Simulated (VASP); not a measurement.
AgI:

```
Ag I
1.0
    -2.42822    2.42822    3.43785
     2.42822   -2.42822    3.43785
     2.42822    2.42822   -3.43785
Ag I
1 1
Cartesian
  2.4282 0.0000 1.7189
  0.0000 0.0000 0.0000
```

This cell differs from its parent crystal: strain +4.5%.

Base run:

```yaml
Program: VASP 6.6.1
Functional: r2SCAN
Potentials_or_basis: VASP PAW PBE potentials, release 64 (Ag, I)
Cutoff: 550 eV
k_mesh: 8 × 8 × 8
Occupations: gaussian, width 0.01 eV
Spin: no spin polarisation
```

Its results: band gap on the k mesh 1.81 eV; pressure -2.8 GPa.

Q: The run is repeated on the same cell with these changes: functional from r2SCAN to PBE; cutoff from 550 eV to 500 eV; occupations from gaussian, width 0.01 eV to fermi-dirac, width 0.02 eV. What comes out?

A: Band gap on the k mesh 1.36 eV; pressure -2.1 GPa.

Caveats: spin-orbit coupling is left out, which moves the levels of the heavy elements; the PAW data sets were made with another functional, which shifts forces and pressure a little (at least some runs).

A k mesh can miss the band edges.
